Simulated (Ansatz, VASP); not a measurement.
**C in VASP and in Ansatz**

Contents of INCAR:

```
PREC = Accurate ; ENCUT = 520
EDIFF = 1E-7 ; ISMEAR = 0
SIGMA = 0.05 ; LREAL = False
LASPH = True ; NELM = 60
ALGO = Normal ; ISIF = 2
LWAVE = False ; LCHARG = False
GGA = PE ; NBANDS = 11
```

KPOINTS

```
Automatic mesh
0
Gamma
  12 12 12
```

The input POSCAR:

```
C
1.0
    0.0000000000      1.9153166095      1.6608339830
    1.7813783850      0.0000000000      1.6608339830
    1.7813783850      1.9153166095      0.0000000000
C
2
Direct
    0.5000000000      0.5000000000      0.5000000000
    0.7500000000      0.7500000000      0.7500000000
```

Input for Ansatz:

```yaml
crystal:
  lattice:
    - [0.0, 1.9153166095, 1.660833983]
    - [1.781378385, 0.0, 1.660833983]
    - [1.781378385, 1.9153166095, 0.0]
  atoms:
    - { symbol: C, position: [0.5, 0.5, 0.5] }
    - { symbol: C, position: [0.75, 0.75, 0.75] }
basis:
  ecutwfc: 520.0
kpoints:
  mp_grid: { grid: [12, 12, 12] }
hamiltonian:
  xc: pbe
  pseudopotentials: { kind: paw, azcp: { folder: soft_1 } }
scf:
  occupations: { method: gaussian, width: 0.05 }
output:
  forces: true
  stress: true
  eigenvalues: true
```

Change from the starting cell: strain +e along x and -e along y -0.0375, strain +e along z and -e/2 along x and y -0.0700.

Alike in both runs: task single point; functional PBE; k mesh 12 × 12 × 12; occupations gaussian, width 0.05 eV; no spin polarisation.

|  | VASP | Ansatz |
| --- | --- | --- |
| version | VASP 6.6.1 | Ansatz 0.2.0 |
| potentials or method | VASP PAW PBE potentials, release 64 (C), cutoff 520 eV | scalar-relativistic, plane waves, PAW |
| valence electrons in the cell | 8 | 8 |

Ansatz gave:

* gap on the k mesh at the Fermi level (eV): 1.58
* least direct gap on the mesh (eV): 3.87
* pressure (GPa): 2.6
* traceless stress, the component that is largest in VASP (GPa): -71.39

Task: Which values does VASP return?

Result: gap on the k mesh at the Fermi level (eV): 1.57; least direct gap on the mesh (eV): 3.87; pressure (GPa): 3.2; traceless stress, the component that is largest in VASP (GPa): -71.39.
